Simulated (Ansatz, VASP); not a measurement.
## Two plane-wave programs on Sr

```
Sr
1.0
     0.00000    3.01593    3.01593
     3.01593    0.00000    3.01593
     3.01593    3.01593    0.00000
Sr
1
Cartesian
  0.0000 0.0000 0.0000
```

Alike in both runs: task single point; functional PBEsol; k mesh 12 × 12 × 12; occupations gaussian, width 0.1 eV; no spin polarisation.

|  | VASP | Ansatz |
| --- | --- | --- |
| version | VASP 6.6.1 | Ansatz 0.2.0 |
| potentials or method | VASP PAW PBE potentials, release 64 (Sr_sv), cutoff 520 eV | scalar-relativistic, plane waves, PAW |
| valence electrons in the cell | 10 | 10 |

|  | VASP | Ansatz | Ansatz less VASP |
| --- | --- | --- | --- |
| gap on the k mesh at the Fermi level (eV) | none | none | - |
| pressure (GPa) | -0.6 | -0.6 | -0.01 |

VASP's potentials were made for PBE, not for PBEsol. A gap of «none» marks a metal or a gap that the smearing closes.
